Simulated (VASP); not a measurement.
# CaAl4O (Cmmm) in VASP: further runs

CaAl4O is run at these levels: PBE; tasks: single point, relaxation of cell and atoms.

All numbers are computed with VASP 6.6.1; they aren't measurements. Logs are shortened: lines on timing, memory, paths and dates and some standing lists are left out, and cuts for length are marked.

## (1) The cell of the first run

Symmetry: Cmmm, No. 65, orthorhombic system. The conventional cell has a = 5.241 Å, b = 8.814 Å, c = 4.214 Å, α = 90.00°, β = 90.00°, γ = 90.00°. Ca (site symmetry mmm) has 14 Al at 2.92 to 3.32 Å and 4 O at 3.36 Å within 3.8 Å. Within 3.4 Å of Al (site symmetry m2m) lie 2 O at 2.58 Å and 7 Al at 2.58 to 2.99 Å and 3 Ca at 2.92 to 3.01 Å. Al (site symmetry 2/m) has 2 O at 2.56 Å and 6 Al at 2.58 to 2.62 Å and 4 Ca at 3.32 Å within 3.4 Å. Within 3.4 Å of O (site symmetry mmm) lie 8 Al at 2.56 to 2.58 Å and 4 Ca at 3.36 Å.

## (2) Single point, PBE

File INCAR:

```
SYSTEM = CaAl4O
PREC = Accurate ; ENCUT = 520
EDIFF = 1E-6 ; ISMEAR = 0
SIGMA = 0.1 ; LREAL = .False.
LASPH = .True. ; NELM = 60
ALGO = Normal ; ISIF = 2
LWAVE = .False. ; LCHARG = .False.
GGA = PE ; NBANDS = 23
```

File KPOINTS:

```
regular mesh
0
Gamma
  4 4 4
  0 0 0
```

File POSCAR:

```
CaAl4O
1.0
    2.6204313400     -4.4071608500      0.0000000000
    2.6204313400      4.4071608500      0.0000000000
    0.0000000000      0.0000000000      4.2135959500
Ca Al O
1 4 1
Direct
    0.0000000000      0.0000000000      0.0000000000
    0.6684866500      0.3315133500      0.0000000000
    0.3315133500      0.6684866500      0.0000000000
    0.5000000000      0.0000000000      0.5000000000
    0.0000000000      0.5000000000      0.5000000000
    0.5000000000      0.5000000000      0.5000000000
```

Potentials or basis: VASP PAW PBE potentials, release 64 (Ca_sv, Al, O).

The run is started by

```sh
$ cat potpaw_PBE.64/Ca_sv/POTCAR potpaw_PBE.64/Al/POTCAR potpaw_PBE.64/O/POTCAR > POTCAR
$ mpirun -np 1 vasp_std > vasp.out
```

OUTCAR:

```text
SYSTEM = CaAl4O
   PREC = Accurate
   ENCUT = 520
   EDIFF = 1E-6
   ISMEAR = 0
   LREAL = .False.
   LASPH = .True.
   NELM = 60
   ISIF = 2
   GGA = PE

 ion  position               nearest neighbor table
   1  0.000  0.000  0.000-   2 2.92   3 2.92   2 3.01   3 3.01   2 3.01   3 3.01
   2  0.668  0.332  0.000-   6 2.58   6 2.58   4 2.58   4 2.58   5 2.58   5 2.58   1 2.92   3 2.97
                             3 2.99   3 2.99   1 3.01   1 3.01
   3  0.332  0.668  0.000-   6 2.58   6 2.58   4 2.58   4 2.58   5 2.58   5 2.58   1 2.92   2 2.97
                             2 2.99   2 2.99   1 3.01   1 3.01
   4  0.500  0.000  0.500-   6 2.56   6 2.56   2 2.58   2 2.58   3 2.58   3 2.58   5 2.62   5 2.62

   5  0.000  0.500  0.500-   6 2.56   6 2.56   2 2.58   2 2.58   3 2.58   3 2.58   4 2.62   4 2.62

   6  0.500  0.500  0.500-   4 2.56   5 2.56   4 2.56   5 2.56   2 2.58   3 2.58   2 2.58   3 2.58

  LATTYP: Found a base centered orthorhombic cell.
 ALAT       =     5.2408626800
 B/A-ratio  =     1.6818455736
 C/A-ratio  =     0.8039890009

  Lattice vectors:

 A1 = (   2.6204313400,  -4.4071608500,   0.0000000000)
 A2 = (   2.6204313400,   4.4071608500,   0.0000000000)
 A3 = (   0.0000000000,   0.0000000000,   4.2135959500)

Analysis of symmetry for initial positions (statically):
=====================================================================
 Subroutine PRICEL returns:
 Original cell was already a primitive cell.

 Routine SETGRP: Setting up the symmetry group for a
 base centered orthorhombic supercell.

 Subroutine GETGRP returns: Found  8 space group operations
 (whereof  8 operations were pure point group operations)
 out of a pool of  8 trial point group operations.

The static configuration has the point symmetry D_2h.

Analysis of symmetry for dynamics (positions and initial velocities):
=====================================================================
 Subroutine PRICEL returns:
 Original cell was already a primitive cell.

 Routine SETGRP: Setting up the symmetry group for a
 base centered orthorhombic supercell.

 Subroutine GETGRP returns: Found  8 space group operations
 (whereof  8 operations were pure point group operations)
 out of a pool of  8 trial point group operations.

The dynamic configuration has the point symmetry D_2h.

 Subroutine INISYM returns: Found  8 space group operations
 (whereof  8 operations are pure point group operations),
 and found     1 'primitive' translations

----------------------------------------------------------------------------------------

                                     Primitive cell

  volume of cell :      97.3228

  direct lattice vectors                    reciprocal lattice vectors
     2.620431340 -4.407160850  0.000000000     0.190808281 -0.113451725  0.000000000
     2.620431340  4.407160850  0.000000000     0.190808281  0.113451725  0.000000000
     0.000000000  0.000000000  4.213595950     0.000000000  0.000000000  0.237326980

  length of vectors
     5.127350892  5.127350892  4.213595950     0.221988950  0.221988950  0.237326980

  position of ions in fractional coordinates (direct lattice)
     0.000000000  0.000000000  0.000000000
     0.668486650  0.331513350  0.000000000
     0.331513350  0.668486650  0.000000000
     0.500000000  1.000000000  0.500000000
     1.000000000  0.500000000  0.500000000
     0.500000000  0.500000000  0.500000000

  ion indices of the primitive-cell ions
   primitive index   ion index
                 1           1
                 2           2
                 3           3
                 4           4
                 5           5
                 6           6

----------------------------------------------------------------------------------------

 KPOINTS: regular mesh

Automatic generation of k-mesh.
 Grid dimensions read from file:
 generate k-points for:    4    4    4

 Generating k-lattice:

  Cartesian coordinates                     Fractional coordinates (reciprocal lattice)
     0.047702070 -0.028362931  0.000000000     0.250000000 -0.000000000  0.000000000
     0.047702070  0.028362931  0.000000000    -0.000000000  0.250000000  0.000000000
     0.000000000  0.000000000  0.059331745     0.000000000  0.000000000  0.250000000

  Length of vectors
     0.055497238  0.055497238  0.059331745

  Shift w.r.t. Gamma in fractional coordinates (k-lattice)
     0.000000000  0.000000000  0.000000000

 Subroutine IBZKPT returns following result:
 ===========================================

 Found     21 irreducible k-points:

 Following reciprocal coordinates:
            Coordinates               Weight
  0.000000  0.000000  0.000000      1.000000
  0.250000  0.000000  0.000000      4.000000
  0.500000  0.000000  0.000000      2.000000
  0.250000  0.250000  0.000000      2.000000
  0.500000  0.250000  0.000000      4.000000
 -0.250000  0.250000  0.000000      2.000000
[... 13 lines left out ...]
[... 92 lines left out ...]
      3     -15.1614      2.00000
      4     -15.0950      2.00000
      5     -11.3204      2.00000
      6      -2.3143      2.00000
[... 15 lines left out ...]
     22      10.8700      0.00000
     23      11.8182      0.00000

 k-point     3 :       0.5000    0.0000    0.0000
  band No.  band energies     occupation
      1     -34.0440      2.00000
      2     -15.1800      2.00000
      3     -15.1657      2.00000
      4     -15.0945      2.00000
      5     -11.2984      2.00000
      6      -1.9470      2.00000
[... 15 lines left out ...]
     22      11.2591      0.00000
     23      11.6234      0.00000

 k-point     4 :       0.2500    0.2500    0.0000
  band No.  band energies     occupation
      1     -34.0440      2.00000
      2     -15.1755      2.00000
      3     -15.1703      2.00000
      4     -15.0945      2.00000
      5     -11.2987      2.00000
      6      -1.6645      2.00000
[... 15 lines left out ...]
     22      10.5218      0.00000
     23      12.1265      0.00000

 k-point     5 :       0.5000    0.2500    0.0000
  band No.  band energies     occupation
      1     -34.0440      2.00000
      2     -15.1814      2.00000
      3     -15.1640      2.00000
      4     -15.0944      2.00000
      5     -11.2995      2.00000
      6      -2.4740      2.00000
[... 15 lines left out ...]
     22      11.3086      0.00000
     23      11.9549      0.00000

 k-point     6 :      -0.2500    0.2500    0.0000
  band No.  band energies     occupation
      1     -34.0441      2.00000
      2     -15.1768      2.00000
      3     -15.1569      2.00000
      4     -15.0949      2.00000
      5     -11.3213      2.00000
      6      -2.6697      2.00000
[... 15 lines left out ...]
     22      11.2478      0.00000
     23      11.2971      0.00000

 k-point     7 :       0.5000    0.5000    0.0000
  band No.  band energies     occupation
      1     -34.0439      2.00000
      2     -15.1860      2.00000
      3     -15.1591      2.00000
      4     -15.0943      2.00000
      5     -11.3004      2.00000
      6      -2.7680      2.00000
[... 275 lines left out ...]
     22      11.2401      0.00000
     23      11.5321      0.00000

 k-point    18 :       0.2500    0.2500    0.5000
  band No.  band energies     occupation
      1     -34.0421      2.00000
      2     -15.1690      2.00000
      3     -15.1598      2.00000
      4     -15.1369      2.00000
      5     -11.2580      2.00000
      6      -0.5049      2.00000
[... 15 lines left out ...]
     22      11.2530      0.00000
     23      11.8399      0.00000

 k-point    19 :       0.5000    0.2500    0.5000
  band No.  band energies     occupation
      1     -34.0421      2.00000
      2     -15.1740      2.00000
      3     -15.1564      2.00000
      4     -15.1377      2.00000
      5     -11.2476      2.00000
      6      -1.0620      2.00000
[... 15 lines left out ...]
     22      11.3787      0.00000
     23      12.5227      0.00000

 k-point    20 :      -0.2500    0.2500    0.5000
  band No.  band energies     occupation
      1     -34.0422      2.00000
      2     -15.1701      2.00000
      3     -15.1520      2.00000
      4     -15.1402      2.00000
      5     -11.2522      2.00000
      6      -1.1691      2.00000
[... 15 lines left out ...]
     22      12.4941      0.00000
     23      12.8906      0.00000

 k-point    21 :       0.5000    0.5000    0.5000
  band No.  band energies     occupation
      1     -34.0421      2.00000
      2     -15.1781      2.00000
      3     -15.1539      2.00000
      4     -15.1385      2.00000
      5     -11.2372      2.00000
      6      -1.4380      2.00000
[... 15 lines left out ...]
     22      11.3711      0.00000
     23      12.1127      0.00000

------------------------ aborting loop because EDIFF is reached ----------------------------------------

  FORCE on cell =-STRESS in cart. coord.  units (eV):
  Direction    XX          YY          ZZ          XY          YZ          ZX
  --------------------------------------------------------------------------------------
  -------------------------------------------------------------------------------------
  Total        7.5889017      0.6623345     10.3438017      0.0000000      0.0000000      0.0000000
  in kB      124.9323588     10.9036875    170.2849242      0.0000000      0.0000000      0.0000000
  external PRESSURE =     102.0403235 kB  Pullay stress =       0.0000000 kB

 VOLUME and BASIS-vectors are now :
 -----------------------------------------------------------------------------
  energy-cutoff  :      520.00
  volume of cell :       97.32
      direct lattice vectors                 reciprocal lattice vectors
     2.620431340 -4.407160850  0.000000000     0.190808281 -0.113451725  0.000000000
     2.620431340  4.407160850  0.000000000     0.190808281  0.113451725  0.000000000
     0.000000000  0.000000000  4.213595950     0.000000000  0.000000000  0.237326980

 POSITION                                       TOTAL-FORCE (eV/Angst)
 -----------------------------------------------------------------------------------
      0.00000      0.00000      0.00000         0.000000      0.000000      0.000000
      2.62043     -1.48510      0.00000         0.000000      0.872936      0.000000
      2.62043      1.48510      0.00000         0.000000     -0.872936      0.000000
      1.31022     -2.20358      2.10680         0.000000      0.000000      0.000000
      1.31022      2.20358      2.10680         0.000000      0.000000      0.000000
      2.62043      0.00000      2.10680        -0.000000      0.000000      0.000000
 -----------------------------------------------------------------------------------
    total drift:                                0.000000      0.000000     -0.000000

  FREE ENERGIE OF THE ION-ELECTRON SYSTEM (eV)
  ---------------------------------------------------
  free  energy   TOTEN  =       -22.2872687978 eV

  energy  without entropy=      -22.2729063481  energy(sigma->0) =      -22.28008757
```

Wall time 41 s (1 thread of Intel Xeon Platinum 8488C (Sapphire Rapids), shared host); peak memory 0.23 GiB.

Results:

| Item | Value |
| --- | --- |
| Free energy | -22.2873 eV |
| Pressure | 10.2 GPa |
| Largest force | 0.873 eV/Å |
| Band gap on the k mesh | zero (band 14 reaches 7.67 eV, above the bottom of band 15 at 6.44 eV) |

Forces on the atoms (eV/Å):
```
Ca   0.000  0.000  0.000
Al   0.000  0.873  0.000
Al   0.000 -0.873  0.000
Al   0.000  0.000  0.000
Al   0.000  0.000  0.000
O    0.000  0.000  0.000
```

Caveat: the k points lie up to 0.37 Å⁻¹ apart.

## (3) Single point, PBE

This run uses another cell than the first one, of 17.89 Å³/atom, 1.103 times its volume.

File INCAR:

```
SYSTEM = CaAl4O
PREC = Accurate
ENCUT = 520
EDIFF = 1E-7
ISMEAR = 0
SIGMA = 0.1
LREAL = .FALSE.
LASPH = .TRUE.
NELM = 80
ALGO = Normal
ISIF = 2
LWAVE = .FALSE.
LCHARG = .TRUE.
GGA = PE
LELF = .TRUE.
LVHAR = .TRUE.
NBANDS = 23
```

File KPOINTS:

```
regular mesh
0
G
  4 4 4
  0 0 0
```

File POSCAR:

```
CaAl4O
1.0
    2.7704339593     -4.1551327801      0.0000000000
    2.7704339593      4.1551327801      0.0000000000
    0.0000000000      0.0000000000      4.6613873446
Ca Al O
1 4 1
Direct
    0.0000000000      0.0000000000      0.0000000000
    0.6539918962      0.3460081038      0.0000000000
    0.3460081038      0.6539918962      0.0000000000
    0.5000000000      0.0000000000      0.5000000000
    0.0000000000      0.5000000000      0.5000000000
    0.5000000000      0.5000000000      0.5000000000
```

Potentials or basis: VASP PAW PBE potentials, release 64 (Ca_sv, Al, O).

The run is started by

```sh
$ cat potpaw_PBE.64/Ca_sv/POTCAR potpaw_PBE.64/Al/POTCAR potpaw_PBE.64/O/POTCAR > POTCAR
$ mpirun -np 1 vasp_std > vasp.out
```

It took 60 s on 1 thread of Intel Xeon Platinum 8488C (Sapphire Rapids), shared host; peak memory 0.25 GiB.

The run converged. Its results:

| Property | Result |
| --- | --- |
| Free energy | -23.1201 eV |
| Pressure | 0.2 GPa |
| Largest force | 0.004 eV/Å |
| Band gap on the k mesh | zero (band 14 reaches 6.31 eV, above the bottom of band 15 at 5.38 eV) |

Forces on the atoms (eV/Å):
```
Ca   0.000  0.000  0.000
Al   0.000  0.004  0.000
Al   0.000 -0.004  0.000
Al   0.000  0.000  0.000
Al   0.000  0.000  0.000
O    0.000  0.000  0.000
```

Stress tensor (GPa, compression positive):
```
0.12 0.00 0.00
0.00 0.25 0.00
0.00 0.00 0.13
```

Levels at points of the mesh, in eV from the Fermi level:
```
           k point  band 10  band 11  band 12  band 13  band 14  band 15  band 16  band 17  band 18  band 19
(0.00, 0.00, 0.00)    -3.82    -3.45    -1.84    -0.81    -0.74     1.06     1.46     1.52     2.11     2.29
(0.50, 0.00, 0.00)    -3.09    -3.08    -1.19    -0.93    -0.60     0.23     0.66     1.49     1.89     2.86
(0.50, 0.50, 0.00)    -3.64    -3.30    -2.48    -1.81    -0.11     0.45     0.67     1.46     2.06     2.86
(0.00, 0.00, 0.50)    -3.44    -2.69    -1.67    -1.55    -1.49    -0.33     0.82     2.28     2.42     2.69
(0.50, 0.00, 0.50)    -4.35    -3.06    -1.77    -0.67    -0.14     0.37     1.47     2.21     2.85     3.45
(0.50, 0.50, 0.50)    -2.83    -2.53    -2.18    -1.38    -0.89    -0.60    -0.15     2.00     3.65     4.21
```

## (4) Relaxation of cell and atoms, PBE

File INCAR:

```
SYSTEM = CaAl4O
PREC = Accurate
ENCUT = 600
EDIFF = 1E-6
ISMEAR = 0
SIGMA = 0.1
LREAL = .False.
LASPH = .True.
NELM = 100
ALGO = Normal
ISIF = 3
LWAVE = .False.
LCHARG = .False.
GGA = PE
IBRION = 2
NSW = 90
EDIFFG = -0.04
```

File KPOINTS:

```
regular mesh
0
Gamma
  4 4 4
  0 0 0
```

File POSCAR:

```
CaAl4O
1.0
    2.6204313400     -4.4071608500      0.0000000000
    2.6204313400      4.4071608500      0.0000000000
    0.0000000000      0.0000000000      4.2135959500
Ca Al O
1 4 1
Direct
    0.0000000000      0.0000000000      0.0000000000
    0.6684866500      0.3315133500      0.0000000000
    0.3315133500      0.6684866500      0.0000000000
    0.5000000000      0.0000000000      0.5000000000
    0.0000000000      0.5000000000      0.5000000000
    0.5000000000      0.5000000000      0.5000000000
```

The run is started by

```sh
$ cat potpaw_PBE.64/Ca_sv/POTCAR potpaw_PBE.64/Al/POTCAR potpaw_PBE.64/O/POTCAR > POTCAR
$ mpirun -np 1 vasp_std > vasp.out
```

It took 3.9 min on 1 thread of Intel Xeon Platinum 8488C (Sapphire Rapids), shared host; peak memory 0.28 GiB.

Results (log left out):

- Free energy: -23.1185 eV
- Relaxed volume: 17.96 Å³/atom
- Relaxed cell: a = 5.004 Å, b = 5.004 Å, c = 4.662 Å, α = 90.00°, β = 90.00°, γ = 112.66°
- Space group after relaxing (to 0.05 Å): Cmmm (No. 65)
- Energy gained by relaxing: 138.3 meV/atom
- Ionic steps: 8
- Pressure after relaxing: -0.1 GPa
- Largest force after relaxing: 0.008 eV/Å
- Band gap on the k mesh: zero (band 14 reaches 6.28 eV, above the bottom of band 15 at 5.34 eV)

Forces on the atoms (eV/Å):
```
Ca   0.000  0.000  0.000
Al   0.000 -0.008  0.000
Al   0.000  0.008  0.000
Al   0.000  0.000  0.000
Al   0.000  0.000  0.000
O    0.000  0.000  0.000
```

The path:
```
step  energy change (eV)  largest force (eV/Å)  pressure (GPa)  volume (Å³)
   1              0.0000                0.8730           10.19        97.32
   2             -0.6308                0.5408           -2.18       112.43
   3             -0.6309                0.5445           -2.03       112.16
   4             -0.7580                0.4742           -1.37       110.08
   5             -0.8187                0.2447           -0.14       107.66
   6             -0.8281                0.0471            0.21       107.21
   7             -0.8287                0.0165            0.31       107.08
   8             -0.8295                0.0076           -0.06       107.74
```

Final structure:
```
Ca Al O
1.0
     2.77447   -4.16495    0.00000
     2.77447    4.16495    0.00000
     0.00000    0.00000    4.66167
Ca Al O
1 4 1
Direct
  0.00000 0.00000 0.00000
  0.65370 0.34630 0.00000
  0.34630 0.65370 0.00000
  0.50000 0.00000 0.50000
  0.00000 0.50000 0.50000
  0.50000 0.50000 0.50000
```

Levels at points of the mesh, in eV from the Fermi level:
```
           k point  band 10  band 11  band 12  band 13  band 14  band 15  band 16  band 17  band 18
(0.00, 0.00, 0.00)    -3.82    -3.45    -1.85    -0.80    -0.73     1.04     1.45     1.53     2.09
(0.50, 0.00, 0.00)    -3.09    -3.08    -1.18    -0.92    -0.59     0.23     0.66     1.49     1.88
(0.50, 0.50, 0.00)    -3.63    -3.29    -2.46    -1.80    -0.12     0.44     0.68     1.44     2.06
(0.00, 0.00, 0.50)    -3.44    -2.67    -1.69    -1.56    -1.49    -0.32     0.81     2.27     2.41
(0.50, 0.00, 0.50)    -4.33    -3.05    -1.76    -0.68    -0.14     0.36     1.47     2.20     2.84
(0.50, 0.50, 0.50)    -2.82    -2.52    -2.17    -1.38    -0.88    -0.61    -0.16     1.99     3.64
```

Caveat: the k points lie up to 0.34 Å⁻¹ apart in the final cell.

## (5) Overview

| task | cell | cutoff (eV) | gap on the mesh (eV) | pressure (GPa) | largest force (eV/Å) |
| --- | --- | --- | --- | --- | --- |
| single point | a = 5.127, b = 5.127, c = 4.214 Å, angles 90.0, 90.0, 118.5°, 6 atoms | 520 | none | 10.2 | 0.87 |
| single point | a = 4.994, b = 4.994, c = 4.661 Å, angles 90.0, 90.0, 112.6°, 6 atoms | 520 | none | 0.2 | - |
| relaxation of cell and atoms | relaxed from a = 5.127, b = 5.127, c = 4.214 Å, angles 90.0, 90.0, 118.5°, 6 atoms | 600 | none | -0.1 | 0.01 |

Alike in all rows: level PBE; potentials or basis VASP PAW PBE potentials, release 64 (Ca_sv, Al, O); no spin polarisation; k mesh 4 × 4 × 4; smearing gaussian 0.1 eV.

Caveats: some runs use coarse meshes.

Absolute energies hang on the potentials; compare differences alone.
